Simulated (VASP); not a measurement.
# KBr (Pm-3m) in VASP: settings compared

KBr is run at these levels: b88 exchange, pbe correlation; tasks: single point.

All numbers are computed with VASP 6.6.1; they aren't measurements. Logs are shortened: lines on timing, memory, paths and dates and some standing lists are left out, and cuts for length are marked.

## Step 1: The cell of the first run

Symmetry: Pm-3m, No. 221, cubic system. Conventional cell: a = 3.989 Å, b = 3.989 Å, c = 3.989 Å, α = 90.00°, β = 90.00°, γ = 90.00°. Within 4.5 Å of Br (site symmetry m-3m) lie 8 K at 3.45 Å and 6 Br at 3.99 Å. K (site symmetry m-3m) has 8 Br at 3.45 Å and 6 K at 3.99 Å within 4.5 Å.

## Step 2: Single point, b88 exchange, pbe correlation

Contents of INCAR:

```
ALGO = Normal ; EDIFF = 1E-6
ENCUT = 500 ; GGA = LIBXC
GGA_COMPAT = False ; ISIF = 2
ISMEAR = 1 ; LASPH = True
LCHARG = True ; LELF = True
LIBXC1 = GGA_X_B88 ; LIBXC2 = GGA_C_PBE
LREAL = False ; LVHAR = True
LWAVE = False ; NBANDS = 15
NELM = 120 ; PREC = Accurate
SIGMA = 0.05
```

Contents of KPOINTS:

```
k-points
0
Gamma
  7 7 7
```

Contents of POSCAR:

```
KBr
1.0
    3.9888504225      0.0000000000      0.0000000000
    0.0000000000      3.9888504225      0.0000000000
    0.0000000000      0.0000000000      3.9888504225
Br K
1 1
Direct
    0.5000000000      0.5000000000      0.5000000000
    0.0000000000      0.0000000000      0.0000000000
```

Potentials or basis: VASP PAW PBE potentials, release 64 (Br, K_sv).

The run is started by

```sh
$ cat potpaw_PBE.64/Br/POTCAR potpaw_PBE.64/K_sv/POTCAR > POTCAR
$ mpirun -np 1 vasp_std > vasp.out
```

OUTCAR:

```text
EDIFF = 1E-6
   ENCUT = 500
   GGA = LIBXC
   ISIF = 2
   ISMEAR = 1
   LASPH = True
   LREAL = False
   NELM = 120
   PREC = Accurate

 ion  position               nearest neighbor table
   1  0.500  0.500  0.500-
   2  0.000  0.000  0.000-

  LATTYP: Found a simple cubic cell.
 ALAT       =     3.9888504225

  Lattice vectors:

 A1 = (   3.9888504225,   0.0000000000,   0.0000000000)
 A2 = (   0.0000000000,   3.9888504225,   0.0000000000)
 A3 = (   0.0000000000,   0.0000000000,   3.9888504225)

Analysis of symmetry for initial positions (statically):
=====================================================================
 Subroutine PRICEL returns:
 Original cell was already a primitive cell.

 Routine SETGRP: Setting up the symmetry group for a
 simple cubic supercell.

 Subroutine GETGRP returns: Found 48 space group operations
 (whereof 48 operations were pure point group operations)
 out of a pool of 48 trial point group operations.

The static configuration has the point symmetry O_h .

Analysis of symmetry for dynamics (positions and initial velocities):
=====================================================================
 Subroutine PRICEL returns:
 Original cell was already a primitive cell.

 Routine SETGRP: Setting up the symmetry group for a
 simple cubic supercell.

 Subroutine GETGRP returns: Found 48 space group operations
 (whereof 48 operations were pure point group operations)
 out of a pool of 48 trial point group operations.

The dynamic configuration has the point symmetry O_h .

 Subroutine INISYM returns: Found 48 space group operations
 (whereof 48 operations are pure point group operations),
 and found     1 'primitive' translations

----------------------------------------------------------------------------------------

                                     Primitive cell

  volume of cell :      63.4663

  direct lattice vectors                    reciprocal lattice vectors
     3.988850423  0.000000000  0.000000000     0.250698796  0.000000000  0.000000000
     0.000000000  3.988850423  0.000000000     0.000000000  0.250698796  0.000000000
     0.000000000  0.000000000  3.988850423     0.000000000  0.000000000  0.250698796

  length of vectors
     3.988850423  3.988850423  3.988850423     0.250698796  0.250698796  0.250698796

  position of ions in fractional coordinates (direct lattice)
     0.500000000  0.500000000  0.500000000
     0.000000000  0.000000000  0.000000000

  ion indices of the primitive-cell ions
   primitive index   ion index
                 1           1
                 2           2

----------------------------------------------------------------------------------------

 KPOINTS: k-points

Automatic generation of k-mesh.
 Grid dimensions read from file:
 generate k-points for:    7    7    7

 Generating k-lattice:

  Cartesian coordinates                     Fractional coordinates (reciprocal lattice)
     0.035814114  0.000000000  0.000000000     0.142857143  0.000000000  0.000000000
     0.000000000  0.035814114  0.000000000     0.000000000  0.142857143  0.000000000
     0.000000000  0.000000000  0.035814114     0.000000000  0.000000000  0.142857143

  Length of vectors
     0.035814114  0.035814114  0.035814114

  Shift w.r.t. Gamma in fractional coordinates (k-lattice)
     0.000000000  0.000000000  0.000000000

 Subroutine IBZKPT returns following result:
 ===========================================

 Found     20 irreducible k-points:

 Following reciprocal coordinates:
            Coordinates               Weight
  0.000000  0.000000  0.000000      1.000000
  0.142857  0.000000  0.000000      6.000000
  0.285714  0.000000  0.000000      6.000000
  0.428571  0.000000  0.000000      6.000000
  0.142857  0.142857  0.000000     12.000000
  0.285714  0.142857  0.000000     24.000000
[... 12 lines left out ...]
  0.428571  0.428571  0.285714     24.000000
  0.428571  0.428571  0.428571      8.000000
   k-points           NKPTS =     20   k-points in BZ     NKDIM =     20   number of bands    NBANDS=     15
   number of dos      NEDOS =    301   number of ions     NIONS =      2
   total plane-waves  NPLWV =  27000
   dimension x,y,z NGX =    30 NGY =   30 NGZ =   30
   dimension x,y,z NGXF=    60 NGYF=   60 NGZF=   60
   ions per type =               1   1
   NGX,Y,Z   is equivalent  to a cutoff of  12.50, 12.50, 12.50 a.u.
   NGXF,Y,Z  is equivalent  to a cutoff of  25.01, 25.01, 25.01 a.u.
 SYSTEM =  unknown system
   PREC   = accura    normal or accurate (medium, high low for compatibility)
   ISTART =      0    job   : 0-new  1-cont  2-samecut
   ICHARG =      2    charge: 1-file 2-atom 10-const
   ISPIN  =      1    spin polarized calculation?
   LNONCOLLINEAR =      F non collinear calculations
   LSORBIT =      F    spin-orbit coupling
   LASPH  =      T    aspherical Exc in radial PAW
   ENCUT  =  500.0 eV  36.75 Ry    6.06 a.u.   7.27  7.27  7.27*2*pi/ulx,y,z
   NELM   =    120;   NELMIN=  2; NELMDL= -5     # of ELM steps
   EDIFF  = 0.1E-05   stopping-criterion for ELM
   LREAL  =      F    real-space projection
   EDIFFG = 0.1E-04   stopping-criterion for IOM
   NSW    =      0    number of steps for IOM
   IBRION =     -1    ionic relax: 0-MD 1-quasi-New 2-CG
   NFREE  =      0    steps in history (QN), initial steepest desc. (CG)
   ISIF   =      2    stress and relaxation
   ISYM   =      2    0-nonsym 1-usesym 2-fastsym
   POTIM  = 0.5000    time-step for ionic-motion
   TEBEG  =    0.0;   TEEND  =   0.0 temperature during run
   PSTRESS=    0.0 pullay stress
   NELECT =      16.0000    total number of electrons
   NUPDOWN=      -1.0000    fix difference up-down
   EMIN   =  10.00;   EMAX   =-10.00  energy-range for DOS
   EFERMI =   0.00;   METHOD = LEGACY
   ISMEAR =     1;   SIGMA  =   0.05  broadening in eV -4-tet -1-fermi 0-gaus
   EFERMI_NEDOS =   21; number of points for ismear=-14 and -15
   IALGO  =     38    algorithm
   IMIX   =      4    mixing-type and parameters
     AMIX     =   0.40;   BMIX     =  1.00
     AMIX_MAG =   1.60;   BMIX_MAG =  1.00
  volume/ion in A,a.u.               =      31.73       214.15
  Fermi-wavevector in a.u.,A,eV,Ry     =   1.034190  1.954336 14.552102  1.069549
  Thomas-Fermi vector in A             =   2.168473
   LORBIT       =      0    0 simple, 1 ext, 2 COOP (PROOUT), +10 PAW based schemes
   GGA     = LIBXC    functional components
   LHFCALC =     F    Hartree Fock is set to
   AEXX    =    0.0000 exact exchange contribution
   IVDW    =     0    specifies the selected vdW correction
   LEPSILON=     F    determine dielectric tensor
   LRPA    =     F    only Hartree local field effects (RPA)
 non-spin polarized calculation
 Methfessel and Paxton  Order N= 1 SIGMA  =   0.05
  energy-cutoff  :      500.00
  volume of cell :       63.47
 maximum number of plane-waves:      1622
 NGX is ok and might be reduce to    30
   NGX = 15   NGY = 15   NGZ = 15

 number of electron      15.9999995 magnetization

 Free energy of the ion-electron system (eV)
  ---------------------------------------------------
  ext. energy  EPLUGINS =         0.00000000
  ---------------------------------------------------
  free energy    TOTEN  =        -5.83982181 eV

  energy without entropy =       -5.83993782  energy(sigma->0) =       -5.83986048

 E-fermi :  -0.5627     XC(G=0):  -7.9315

 val. band max:       -0.6043305736   @ k =   0.4286   0.4286   0.0000
 cond. band min:       3.5325679820   @ k =   0.0000   0.0000   0.0000
 fundamental gap:      4.1368985556
 Fermi energy:        -0.5627324233

 k-point     1 :       0.0000    0.0000    0.0000
  band No.  band energies     occupation
      1     -29.2050      2.00000
      2     -13.4405      2.00000
      3     -12.6298      2.00000
      4     -12.6298      2.00000
      5     -12.6298      2.00000
      6      -0.8501      2.00000
      7      -0.8501      2.00000
      8      -0.8501      2.00000
      9       3.5326      0.00000
     10       5.3274      0.00000
     11       5.3274      0.00000
     12       9.2045      0.00000
     13       9.2045      0.00000
     14       9.2045      0.00000
     15      11.8954      0.00000

 k-point     2 :       0.1429    0.0000    0.0000
  band No.  band energies     occupation
      1     -29.2028      2.00000
      2     -13.4762      2.00000
      3     -12.6257      2.00000
      4     -12.6257      2.00000
      5     -12.5897      2.00000
      6      -1.2904      2.00000
      7      -0.8458      2.00000
      8      -0.8458      2.00000
      9       4.0178      0.00000
     10       5.4890      0.00000
     11       5.7747      0.00000
     12       9.1439      0.00000
     13       9.1439      0.00000
     14       9.2926      0.00000
     15      11.1462      0.00000

 k-point     3 :       0.2857    0.0000    0.0000
  band No.  band energies     occupation
      1     -29.1978      2.00000
      2     -13.5518      2.00000
      3     -12.6164      2.00000
      4     -12.6164      2.00000
      5     -12.5010      2.00000
      6      -2.0575      2.00000
      7      -0.8367      2.00000
      8      -0.8367      2.00000
      9       4.9949      0.00000
     10       5.9538      0.00000
     11       6.7840      0.00000
     12       9.0964      0.00000
     13       9.0964      0.00000
     14       9.5142      0.00000
     15       9.7650      0.00000
[... 271 lines left out ...]
 k-point    19 :       0.4286    0.4286    0.2857
  band No.  band energies     occupation
      1     -29.1767      2.00000
      2     -13.1327      2.00000
      3     -12.7566      2.00000
      4     -12.7255      2.00000
      5     -12.6900      2.00000
      6      -2.0273      2.00000
      7      -2.0193      2.00000
      8      -1.5910      2.00000
      9       5.9978      0.00000
     10       7.1025      0.00000
     11       7.1713      0.00000
     12       7.9904      0.00000
     13       9.1519      0.00000
     14       9.2436      0.00000
     15      10.8865      0.00000

 k-point    20 :       0.4286    0.4286    0.4286
  band No.  band energies     occupation
      1     -29.1732      2.00000
      2     -13.0613      2.00000
      3     -12.7440      2.00000
      4     -12.7440      2.00000
      5     -12.7396      2.00000
      6      -2.0365      2.00000
      7      -2.0365      2.00000
      8      -2.0087      2.00000
      9       6.7116      0.00000
     10       6.9957      0.00000
     11       6.9957      0.00000
     12       8.8410      0.00000
     13       9.0188      0.00000
     14       9.0188      0.00000
     15      10.8364      0.00000

------------------------ aborting loop because EDIFF is reached ----------------------------------------

  FORCE on cell =-STRESS in cart. coord.  units (eV):
  Direction    XX          YY          ZZ          XY          YZ          ZX
  --------------------------------------------------------------------------------------
  -------------------------------------------------------------------------------------
  Total        0.4119469      0.4119469      0.4119469      0.0000000      0.0000000      0.0000000
  in kB       10.3994068     10.3994068     10.3994068      0.0000000      0.0000000      0.0000000
  external PRESSURE =      10.3994068 kB  Pullay stress =       0.0000000 kB

 VOLUME and BASIS-vectors are now :
 -----------------------------------------------------------------------------
  energy-cutoff  :      500.00
  volume of cell :       63.47
      direct lattice vectors                 reciprocal lattice vectors
     3.988850423  0.000000000  0.000000000     0.250698796  0.000000000  0.000000000
     0.000000000  3.988850423  0.000000000     0.000000000  0.250698796  0.000000000
     0.000000000  0.000000000  3.988850423     0.000000000  0.000000000  0.250698796

 POSITION                                       TOTAL-FORCE (eV/Angst)
 -----------------------------------------------------------------------------------
      1.99443      1.99443      1.99443         0.000000      0.000000      0.000000
      0.00000      0.00000      0.00000         0.000000      0.000000      0.000000
 -----------------------------------------------------------------------------------
    total drift:                                0.000000      0.000000     -0.000000

  FREE ENERGIE OF THE ION-ELECTRON SYSTEM (eV)
  ---------------------------------------------------
  free  energy   TOTEN  =        -5.8398218082 eV

  energy  without entropy=       -5.8399378151  energy(sigma->0) =       -5.83986048
```

Run time: 18 s. Hardware: 1 thread of Intel Xeon Platinum 8488C (Sapphire Rapids), shared host; peak memory 0.16 GiB.

Results:

- Free energy: -5.8398 eV
- Pressure: 1.0 GPa
- Band gap on the k mesh: 4.14 eV (least direct gap 4.38 eV)

Caveat: the PAW data sets were made with another functional, which shifts forces and pressure a little; an odd mesh through Γ misses points on the zone boundary, where band edges can lie.

## Step 3: Single point, b88 exchange, pbe correlation

This run uses another cell than the first one, of 32.39 Å³/atom.

Contents of INCAR:

```
SYSTEM = KBr
PREC     = Accurate       ! precision mode
ENCUT    = 500            ! plane-wave cutoff, eV
EDIFF    = 1E-6           ! SCF threshold, eV
ISMEAR   = 1              ! smearing method
SIGMA    = 0.05           ! smearing width, eV
LREAL    = .False.        ! projectors in reciprocal space
LASPH    = .True.         ! aspherical terms in the spheres
NELM     = 120            ! most SCF steps
ALGO     = Normal         ! electronic algorithm
ISIF     = 2              ! what is computed and relaxed
LWAVE    = .False.        ! write WAVECAR
LCHARG   = .False.        ! write CHGCAR
GGA      = LIBXC          ! functional
LIBXC1   = GGA_X_B88    
LIBXC2   = GGA_C_PBE    
NBANDS   = 15             ! bands
GGA_COMPAT= .False.
```

Contents of KPOINTS:

```
Automatic mesh
0
Gamma
  7 7 7
  0 0 0
```

Contents of POSCAR:

```
KBr
1.0
    4.0163606051      0.0000000000      0.0000000000
    0.0000000000      4.0163606051      0.0000000000
    0.0000000000      0.0000000000      4.0163606051
Br K
1 1
Direct
    0.5000000000      0.5000000000      0.5000000000
    0.0000000000      0.0000000000      0.0000000000
```

Potentials or basis: VASP PAW PBE potentials, release 64 (Br, K_sv).

The run is started by

```sh
$ cat potpaw_PBE.64/Br/POTCAR potpaw_PBE.64/K_sv/POTCAR > POTCAR
$ mpirun -np 1 vasp_std > vasp.out
```

It took 19 s on 1 thread of Intel Xeon Platinum 8488C (Sapphire Rapids), shared host; peak memory 0.17 GiB.

It converged, with:

| Quantity | Value |
| --- | --- |
| Free energy | -5.8470 eV |
| Pressure | 0.7 GPa |
| Band gap on the k mesh | 4.08 eV (least direct gap 4.32 eV) |

Levels at points of the mesh, in eV from the valence-band top:
| k point | band 4 | band 5 | band 6 | band 7 | band 8 | band 9 | band 10 | band 11 | band 12 | band 13 |
| --- | --- | --- | --- | --- | --- | --- | --- | --- | --- | --- |
| (0.00, 0.00, 0.00) | -12.06 | -12.06 | -0.24 | -0.24 | -0.24 | 4.08 | 5.96 | 5.96 | 9.77 | 9.77 |

Caveat: the PAW data sets were made with another functional, which shifts forces and pressure a little; an odd mesh through Γ misses points on the zone boundary, where band edges can lie.

(Continued in part 2 of 2.)
